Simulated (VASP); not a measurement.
# TiC in VASP: a series of runs

Runs on TiC. Level: PBE. Tasks: single point.

Everything below comes from runs of VASP 6.6.1. Logs are shortened: lines on timing, memory, paths and dates and some standing lists are left out, and cuts for length are marked.

### Step 1. The cell of the first run

Symmetry: Fm-3m, No. 225, cubic system. The conventional cell has a = 4.393 Å, b = 4.393 Å, c = 4.393 Å, α = 90.00°, β = 90.00°, γ = 90.00°. Ti (site symmetry m-3m) has 6 C at 2.20 Å within 2.9 Å. Within 2.9 Å of C (site symmetry m-3m) lie 6 Ti at 2.20 Å.

### Step 2. Single point, PBE (strain +0.015 along x and y, +0.015 along z)

INCAR reads:

```
SYSTEM = TiC
PREC = Accurate
ENCUT = 520
EDIFF = 1E-6
ISMEAR = 0
SIGMA = 0.15
LREAL = .False.
LASPH = .True.
NELM = 100
ALGO = Normal
ISIF = 2
LWAVE = .False.
LCHARG = .False.
GGA = PE
NBANDS = 15
```

KPOINTS reads:

```
regular mesh
0
Gamma
  18 18 18
  0 0 0
```

POSCAR reads:

```
TiC
1.0
    0.0000000000      2.1964600000      2.1964600000
    2.1964600000      0.0000000000      2.1964600000
    2.1964600000      2.1964600000      0.0000000000
Ti C
1 1
Direct
    0.0000000000      0.0000000000      0.0000000000
    0.5000000000      0.5000000000      0.5000000000
```

Potentials or basis: VASP PAW PBE potentials, release 64 (Ti_sv, C).

Launch:

```console
cat potpaw_PBE.64/Ti_sv/POTCAR potpaw_PBE.64/C/POTCAR > POTCAR
mpirun -np 1 vasp_std > vasp.out
```

OUTCAR:

```text
SYSTEM = TiC
   PREC = Accurate
   ENCUT = 520
   EDIFF = 1E-6
   ISMEAR = 0
   LREAL = .False.
   LASPH = .True.
   NELM = 100
   ISIF = 2
   GGA = PE

 ion  position               nearest neighbor table
   1  0.000  0.000  0.000-   2 2.20   2 2.20   2 2.20   2 2.20   2 2.20   2 2.20
   2  0.500  0.500  0.500-   1 2.20   1 2.20   1 2.20   1 2.20   1 2.20   1 2.20

  LATTYP: Found a face centered cubic cell.
 ALAT       =     4.3929200000

  Lattice vectors:

 A1 = (   0.0000000000,   2.1964600000,   2.1964600000)
 A2 = (   2.1964600000,   0.0000000000,   2.1964600000)
 A3 = (   2.1964600000,   2.1964600000,   0.0000000000)

Analysis of symmetry for initial positions (statically):
=====================================================================
 Subroutine PRICEL returns:
 Original cell was already a primitive cell.

 Routine SETGRP: Setting up the symmetry group for a
 face centered cubic supercell.

 Subroutine GETGRP returns: Found 48 space group operations
 (whereof 48 operations were pure point group operations)
 out of a pool of 48 trial point group operations.

The static configuration has the point symmetry O_h .

Analysis of symmetry for dynamics (positions and initial velocities):
=====================================================================
 Subroutine PRICEL returns:
 Original cell was already a primitive cell.

 Routine SETGRP: Setting up the symmetry group for a
 face centered cubic supercell.

 Subroutine GETGRP returns: Found 48 space group operations
 (whereof 48 operations were pure point group operations)
 out of a pool of 48 trial point group operations.

The dynamic configuration has the point symmetry O_h .

 Subroutine INISYM returns: Found 48 space group operations
 (whereof 48 operations are pure point group operations),
 and found     1 'primitive' translations

----------------------------------------------------------------------------------------

                                     Primitive cell

  volume of cell :      21.1934

  direct lattice vectors                    reciprocal lattice vectors
     0.000000000  2.196460000  2.196460000    -0.227639019  0.227639019  0.227639019
     2.196460000  0.000000000  2.196460000     0.227639019 -0.227639019  0.227639019
     2.196460000  2.196460000  0.000000000     0.227639019  0.227639019 -0.227639019

  length of vectors
     3.106263521  3.106263521  3.106263521     0.394282347  0.394282347  0.394282347

  position of ions in fractional coordinates (direct lattice)
     0.000000000  0.000000000  0.000000000
     0.500000000  0.500000000  0.500000000

  ion indices of the primitive-cell ions
   primitive index   ion index
                 1           1
                 2           2

----------------------------------------------------------------------------------------

 KPOINTS: regular mesh

Automatic generation of k-mesh.
 Grid dimensions read from file:
 generate k-points for:   18   18   18

 Generating k-lattice:

  Cartesian coordinates                     Fractional coordinates (reciprocal lattice)
    -0.012646612  0.012646612  0.012646612     0.055555556  0.000000000  0.000000000
     0.012646612 -0.012646612  0.012646612     0.000000000  0.055555556  0.000000000
     0.012646612  0.012646612 -0.012646612     0.000000000  0.000000000  0.055555556

  Length of vectors
     0.021904575  0.021904575  0.021904575

  Shift w.r.t. Gamma in fractional coordinates (k-lattice)
     0.000000000  0.000000000  0.000000000

 Subroutine IBZKPT returns following result:
 ===========================================

 Found    195 irreducible k-points:

 Following reciprocal coordinates:
            Coordinates               Weight
  0.000000  0.000000  0.000000      1.000000
  0.055556  0.000000  0.000000      8.000000
  0.111111  0.000000  0.000000      8.000000
  0.166667  0.000000  0.000000      8.000000
  0.222222  0.000000  0.000000      8.000000
  0.277778  0.000000  0.000000      8.000000
[... 16 lines left out ...]
 -0.277778  0.055556  0.000000     24.000000
 -0.222222  0.055556  0.000000     24.000000
 [... further k-points ...]
   k-points           NKPTS =    195   k-points in BZ     NKDIM =    195   number of bands    NBANDS=     15
   number of dos      NEDOS =    301   number of ions     NIONS =      2
   total plane-waves  NPLWV =  13824
   dimension x,y,z NGX =    24 NGY =   24 NGZ =   24
   dimension x,y,z NGXF=    48 NGYF=   48 NGZF=   48
   ions per type =               1   1
   NGX,Y,Z   is equivalent  to a cutoff of  12.84, 12.84, 12.84 a.u.
   NGXF,Y,Z  is equivalent  to a cutoff of  25.69, 25.69, 25.69 a.u.
 SYSTEM =  TiC
   PREC   = accura    normal or accurate (medium, high low for compatibility)
   ISTART =      0    job   : 0-new  1-cont  2-samecut
   ICHARG =      2    charge: 1-file 2-atom 10-const
   ISPIN  =      1    spin polarized calculation?
   LNONCOLLINEAR =      F non collinear calculations
   LSORBIT =      F    spin-orbit coupling
   LASPH  =      T    aspherical Exc in radial PAW
   ENCUT  =  520.0 eV  38.22 Ry    6.18 a.u.   5.78  5.78  5.78*2*pi/ulx,y,z
   NELM   =    100;   NELMIN=  2; NELMDL= -5     # of ELM steps
   EDIFF  = 0.1E-05   stopping-criterion for ELM
   LREAL  =      F    real-space projection
   EDIFFG = 0.1E-04   stopping-criterion for IOM
   NSW    =      0    number of steps for IOM
   IBRION =     -1    ionic relax: 0-MD 1-quasi-New 2-CG
   NFREE  =      0    steps in history (QN), initial steepest desc. (CG)
   ISIF   =      2    stress and relaxation
   ISYM   =      2    0-nonsym 1-usesym 2-fastsym
   POTIM  = 0.5000    time-step for ionic-motion
   TEBEG  =    0.0;   TEEND  =   0.0 temperature during run
   PSTRESS=    0.0 pullay stress
   NELECT =      16.0000    total number of electrons
   NUPDOWN=      -1.0000    fix difference up-down
   EMIN   =  10.00;   EMAX   =-10.00  energy-range for DOS
   EFERMI =   0.00;   METHOD = LEGACY
   ISMEAR =     0;   SIGMA  =   0.15  broadening in eV -4-tet -1-fermi 0-gaus
   EFERMI_NEDOS =   21; number of points for ismear=-14 and -15
   IALGO  =     38    algorithm
   IMIX   =      4    mixing-type and parameters
     AMIX     =   0.40;   BMIX     =  1.00
     AMIX_MAG =   1.60;   BMIX_MAG =  1.00
  volume/ion in A,a.u.               =      10.60        71.51
  Fermi-wavevector in a.u.,A,eV,Ry     =   1.490670  2.816958 30.233468  2.222097
  Thomas-Fermi vector in A             =   2.603423
   LORBIT       =      0    0 simple, 1 ext, 2 COOP (PROOUT), +10 PAW based schemes
   GGA     = PE    functional components
   LHFCALC =     F    Hartree Fock is set to
   AEXX    =    0.0000 exact exchange contribution
   IVDW    =     0    specifies the selected vdW correction
   LEPSILON=     F    determine dielectric tensor
   LRPA    =     F    only Hartree local field effects (RPA)
 non-spin polarized calculation
 Gauss-broadening in eV      SIGMA  =   0.15
  energy-cutoff  :      520.00
  volume of cell :       21.19
 maximum number of plane-waves:       588
   NGX = 11   NGY = 11   NGZ = 11

 number of electron      15.9999996 magnetization

 Free energy of the ion-electron system (eV)
  ---------------------------------------------------
  ext. energy  EPLUGINS =         0.00000000
  ---------------------------------------------------
  free energy    TOTEN  =       -18.68641909 eV

  energy without entropy =      -18.68293705  energy(sigma->0) =      -18.68467807

 E-fermi :   8.9296     XC(G=0): -12.4802

 val. band max:        8.9292228647   @ k =   0.2778   0.2222   0.0000
 cond. band min:       8.9570440408   @ k =   0.1667   0.1667   0.0000
 fundamental gap:      0.0278211760
 Fermi energy:         8.9295707698

 k-point     1 :       0.0000    0.0000    0.0000
  band No.  band energies     occupation
      1     -47.7895      2.00000
      2     -23.8334      2.00000
      3     -23.8334      2.00000
      4     -23.8334      2.00000
      5      -3.2741      2.00000
      6       9.5986      0.00000
      7       9.5986      0.00000
      8       9.5986      0.00000
      9      10.5452      0.00000
     10      10.5452      0.00000
     11      10.5475      0.00000
     12      10.5475      0.00000
     13      10.5475      0.00000
     14      18.7942      0.00000
     15      22.7858      0.00000

 k-point     2 :       0.0556    0.0000    0.0000
  band No.  band energies     occupation
      1     -47.7877      2.00000
      2     -23.8466      2.00000
      3     -23.8347      2.00000
      4     -23.8347      2.00000
      5      -3.2078      2.00000
      6       9.2512      0.00243
      7       9.4568      0.00000
      8       9.4568      0.00000
      9       9.9350      0.00000
     10       9.9350      0.00000
     11      10.7314      0.00000
     12      11.3950      0.00000
     13      11.3950      0.00000
     14      18.9255      0.00000
     15      22.7990      0.00000

 k-point     3 :       0.1111    0.0000    0.0000
  band No.  band energies     occupation
      1     -47.7825      2.00000
      2     -23.8844      2.00000
      3     -23.8384      2.00000
      4     -23.8384      2.00000
      5      -3.0121      2.00000
      6       8.5320      1.99982
      7       8.8308      1.64803
      8       8.8308      1.64803
      9       9.9455      0.00000
     10       9.9455      0.00000
     11      11.0045      0.00000
     12      12.2902      0.00000
     13      12.2902      0.00000
     14      19.2625      0.00000
     15      22.7820      0.00000

 k-point     4 :       0.1667    0.0000    0.0000
  band No.  band energies     occupation
      1     -47.7746      2.00000
      2     -23.9418      2.00000
      3     -23.8439      2.00000
      4     -23.8439      2.00000
      5      -2.6961      2.00000
      6       7.6662      2.00000
      7       8.1644      2.00000
      8       8.1644      2.00000
      9      10.1530      0.00000
     10      10.1530      0.00000
     11      11.2449      0.00000
     12      13.1917      0.00000
     13      13.1917      0.00000
     14      19.6283      0.00000
     15      22.6824      0.00000
[... 307 lines left out ...]
 k-point    22 :      -0.3333    0.0556    0.0000
  band No.  band energies     occupation
      1     -47.7407      2.00000
      2     -24.1705      2.00000
      3     -23.8813      2.00000
      4     -23.8632      2.00000
      5      -1.0038      2.00000
      6       4.6458      2.00000
      7       6.5029      2.00000
      8       6.6359      2.00000
      9      11.0631      0.00000
     10      11.3237      0.00000
     11      12.2227      0.00000
     12      15.3025      0.00000
     13      16.1421      0.00000
     14      18.4095      0.00000
     15      23.7327      0.00000

 k-point    23 :      -0.2778    0.0556    0.0000
  band No.  band energies     occupation
      1     -47.7499      2.00000
      2     -24.1075      2.00000
      3     -23.8755      2.00000
      4     -23.8554      2.00000
      5      -1.5557      2.00000
      6       5.4783      2.00000
      7       6.8237      2.00000
      8       7.0116      2.00000
      9      10.7174      0.00000
     10      11.0438      0.00000
     11      11.9366      0.00000
     12      14.6071      0.00000
     13      15.5568      0.00000
     14      19.1664      0.00000
     15      23.1953      0.00000

 k-point    24 :      -0.2222    0.0556    0.0000
  band No.  band energies     occupation
      1     -47.7601      2.00000
      2     -24.0369      2.00000
      3     -23.8679      2.00000
      4     -23.8478      2.00000
      5      -2.0721      2.00000
      6       6.3646      2.00000
      7       7.2503      2.00000
      8       7.4779      2.00000
      9      10.3760      0.00000
     10      10.7550      0.00000
     11      11.6803      0.00000
     12      13.8250      0.00000
     13      14.8214      0.00000
     14      19.7289      0.00000
     15      22.7327      0.00000

 [... further k-points ...]
[... 5 lines left out ...]
  --------------------------------------------------------------------------------------
  -------------------------------------------------------------------------------------
  Total       -1.2398757     -1.2398757     -1.2398757     -0.0000000     -0.0000000      0.0000000
  in kB      -93.7322036    -93.7322036    -93.7322036     -0.0000000     -0.0000000      0.0000000
  external PRESSURE =     -93.7322036 kB  Pullay stress =       0.0000000 kB

 VOLUME and BASIS-vectors are now :
 -----------------------------------------------------------------------------
  energy-cutoff  :      520.00
  volume of cell :       21.19
      direct lattice vectors                 reciprocal lattice vectors
     0.000000000  2.196460000  2.196460000    -0.227639019  0.227639019  0.227639019
     2.196460000  0.000000000  2.196460000     0.227639019 -0.227639019  0.227639019
     2.196460000  2.196460000  0.000000000     0.227639019  0.227639019 -0.227639019

 POSITION                                       TOTAL-FORCE (eV/Angst)
 -----------------------------------------------------------------------------------
      0.00000      0.00000      0.00000         0.000000      0.000000      0.000000
      2.19646      2.19646      2.19646        -0.000000     -0.000000     -0.000000
 -----------------------------------------------------------------------------------
    total drift:                                0.000000     -0.000000     -0.000000

  FREE ENERGIE OF THE ION-ELECTRON SYSTEM (eV)
  ---------------------------------------------------
  free  energy   TOTEN  =       -18.6864190904 eV

  energy  without entropy=      -18.6829370515  energy(sigma->0) =      -18.68467807
```

Run time: 2.8 min. Hardware: 1 thread of AMD EPYC 7R13, shared host; peak memory 0.16 GiB.

What came out:

* Free energy: -18.6864 eV
* Pressure: -9.4 GPa
* Band gap on the k mesh: zero (band 8 reaches 9.60 eV, above the bottom of band 9 at 8.52 eV)

Caveat: the cell differs from its parent crystal (strain +0.015 along x and y, +0.015 along z).

### Step 3. Single point, PBE (strain +0.030 along x and y, +0.030 along z)

INCAR reads:

```
SYSTEM = TiC
ALGO = Normal
EDIFF = 1E-6
ENCUT = 520
GGA = PE
ISIF = 2
ISMEAR = 0
LASPH = .TRUE.
LCHARG = .FALSE.
LREAL = .FALSE.
LWAVE = .FALSE.
NBANDS = 15
NELM = 60
PREC = Accurate
SIGMA = 0.15
```

KPOINTS reads:

```
k-points
0
G
  18 18 18
  0 0 0
```

POSCAR reads:

```
TiC
1.0
    0.0000000000      2.2289200000      2.2289200000
    2.2289200000      0.0000000000      2.2289200000
    2.2289200000      2.2289200000      0.0000000000
Ti C
1 1
Direct
    0.0000000000      0.0000000000      0.0000000000
    0.5000000000      0.5000000000      0.5000000000
```

Potentials or basis: VASP PAW PBE potentials, release 64 (Ti_sv, C).

Launch:

```console
cat potpaw_PBE.64/Ti_sv/POTCAR potpaw_PBE.64/C/POTCAR > POTCAR
mpirun -np 1 vasp_std > vasp.out
```

It took 2.7 min on 1 thread of AMD EPYC 7R13, shared host; peak memory 0.16 GiB.

Results (log left out):

| Item | Value |
| --- | --- |
| Free energy | -18.6056 eV |
| Pressure | -17.7 GPa |
| Band gap on the k mesh | zero (band 8 reaches 9.08 eV, above the bottom of band 9 at 8.04 eV) |

Levels at points of the mesh, in eV from the Fermi level:
```
           k point  band 4  band 5  band 6  band 7  band 8  band 9  band 10  band 11  band 12  band 13
(0.00, 0.00, 0.00)  -32.91  -11.99    0.65    0.65    0.65    1.52     1.52     1.56     1.56     1.56
(0.50, 0.00, 0.00)  -32.94   -8.91   -5.45   -2.64   -2.64    2.58     2.58     3.62     7.35     7.35
(0.50, 0.50, 0.00)  -33.03   -9.79   -3.35   -1.39   -0.10   -0.10     2.39     3.10     3.10     5.01
```

Caveat: the cell differs from its parent crystal (strain +0.030 along x and y, +0.030 along z).

(Part 1 of 2 ends here.)
